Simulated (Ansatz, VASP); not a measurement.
# Two plane-wave programs on SnO

```
CELL_PARAMETERS angstrom
3.31561 0.00000 0.00000
0.00000 5.70499 0.00000
0.00000 0.00000 3.89416
ATOMIC_POSITIONS crystal
Sn 0.00000 0.23379 0.52617
Sn 0.50000 0.76621 0.02617
O 0.00000 0.88536 0.72383
O 0.50000 0.11464 0.22383
```

Alike in both runs: task relaxation of cell and atoms; functional PBEsol; k mesh 8 × 6 × 8; occupations gaussian, width 0.02 eV; no spin polarisation.

|  | VASP | Ansatz |
| --- | --- | --- |
| version | VASP 6.6.1 | Ansatz 0.2.0 |
| potentials or method | VASP PAW PBE potentials, release 64 (Sn_d, O), cutoff 600 eV | scalar-relativistic, plane waves, PAW |
| valence electrons in the cell | 40 | 40 |

```tsv
	VASP	Ansatz	Ansatz less VASP
gap on the k mesh at the Fermi level, each at its own relaxed structure (eV)	1.19	1.24	+0.050
relaxed volume (Å³/atom)	18.12	18.42	+0.296
relaxed cell length with the largest relative difference (Å)	3.822	3.894	+0.0721
```

VASP's potentials were made for PBE, not for PBEsol.
